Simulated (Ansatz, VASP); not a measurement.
One calculation of TlBr, two programs

```xyz
2
Lattice="3.9525 0.0000 0.0000 0.0000 3.9525 0.0000 0.0000 0.0000 3.9525" Properties=species:S:1:pos:R:3 pbc="T T T"
Tl    0.0000    0.0000    0.0000
Br    1.9762    1.9762    1.9762
```

Alike in both runs: task single point; functional PBE; dispersion D3(BJ); k mesh 8 × 8 × 8; no spin polarisation.

|  | VASP | Ansatz |
| --- | --- | --- |
| version | VASP 6.6.1 | Ansatz 0.2.0 |
| potentials or method | VASP PAW PBE potentials, release 64 (Tl_d, Br), cutoff 500 eV | scalar-relativistic, plane waves, PAW |
| occupations | gaussian, width 0.01 eV | fixed |
| valence electrons in the cell | 20 | 20 |

|  | VASP | Ansatz | Ansatz less VASP |
| --- | --- | --- | --- |
| gap on the k mesh at the Fermi level (eV) | 1.80 | 1.80 | -0.006 |
| least direct gap on the mesh (eV) | 1.80 | 1.80 | -0.006 |
| pressure (GPa) | 0.4 | 0.4 | +0.03 |

Neither program's run includes spin-orbit coupling.
